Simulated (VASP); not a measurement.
GaAs:

```xyz
2
Lattice="0.0000 2.8718 2.8718 2.8718 0.0000 2.8718 2.8718 2.8718 0.0000" Properties=species:S:1:pos:R:3 pbc="T T T"
Ga    0.0000    0.0000    0.0000
As    1.4359    1.4359    1.4359
```

```yaml
Program: VASP 6.6.1
Task: relaxation of cell and atoms
Functional: r2SCAN
Potentials_or_basis: VASP PAW PBE potentials, release 64 (Ga_d, As)
Cutoff: 600 eV
k_mesh: 8 × 8 × 8
Occupations: fermi-dirac, width 0.02 eV
Spin: no spin polarisation
```

At the start: pressure -2.6 GPa; volume 23.68 Å³/atom.

Where does the relaxation end?

Over 3 steps the energy falls by 8.0 meV/atom and the volume is 22.75 Å³/atom (-3.9 %); space group F-43m (No. 216, to 0.1 Å) before and after.

The path:
| step | energy change (eV) | largest force (eV/Å) | pressure (GPa) | volume (Å³) |
| --- | --- | --- | --- | --- |
| 1 | 0.0000 | 0.0000 | -2.63 | 47.37 |
| 2 | -0.0131 | 0.0000 | 1.27 | 44.75 |
| 3 | -0.0160 | 0.0000 | -0.03 | 45.50 |

Final structure:
```
CELL_PARAMETERS angstrom
0.00000 2.83360 2.83360
2.83360 0.00000 2.83360
2.83360 2.83360 0.00000
ATOMIC_POSITIONS crystal
Ga 0.00000 0.00000 0.00000
As 0.25000 0.25000 0.25000
```

Caveat: the PAW data sets were made with another functional, which shifts forces and pressure a little.
